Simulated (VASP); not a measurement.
A run of VASP 6.6.1 is set up as follows.

File INCAR:

```
ALGO     = Normal         # electronic algorithm
EDIFF    = 1E-7           # SCF threshold, eV
EDIFFG   = -0.01          # ionic threshold
ENCUT    = 600            # plane-wave cutoff, eV
GGA      = PS             # functional
IBRION   = 2              # ionic algorithm
ISIF     = 3              # what is computed and relaxed
ISMEAR   = -1             # smearing method
LASPH    = T              # aspherical terms in the spheres
LCHARG   = F              # write CHGCAR
LREAL    = F              # projectors in reciprocal space
LWAVE    = F              # write WAVECAR
NELM     = 60             # most SCF steps
NSW      = 80             # ionic steps
PREC     = Accurate       # precision mode
SIGMA    = 0.1            # smearing width, eV
```

Contents of KPOINTS:

```
k-points
0
Gamma
  11 11 11
```

Contents of POSCAR:

```
HfN
1.0
    0.0000000000      2.2560000000      2.2560000000
    2.2560000000      0.0000000000      2.2560000000
    2.2560000000      2.2560000000      0.0000000000
Hf N
1 1
Direct
    0.0000000000      0.0000000000      0.0000000000
    0.5000000000      0.5000000000      0.5000000000
```

Potentials or basis: VASP PAW PBE potentials, release 64 (Hf_pv, N).

The run is started by

```sh
$ cat potpaw_PBE.64/Hf_pv/POTCAR potpaw_PBE.64/N/POTCAR > POTCAR
$ mpirun -np 1 vasp_std > vasp.out
```

Problem. Predict the space group after relaxing (to 0.05 Å).

Solution. Fm-3m (No. 225).

Problem. What does it give for the relaxed volume?

Solution. 11.32 Å³/atom.

Problem. Predict the relaxed cell.

Solution. a = 3.175 Å, b = 3.175 Å, c = 3.175 Å, α = 60.00°, β = 60.00°, γ = 60.00°.

Step by step:
```tsv
step	energy change (eV)	largest force (eV/Å)	pressure (GPa)	volume (Å³)
1	0.0000	0.0000	-4.09	22.96
2	0.0125	0.0000	8.77	22.00
3	-0.0043	0.0000	-0.03	22.64
```

Caveat: the PAW data sets were made with another functional, which shifts forces and pressure a little.
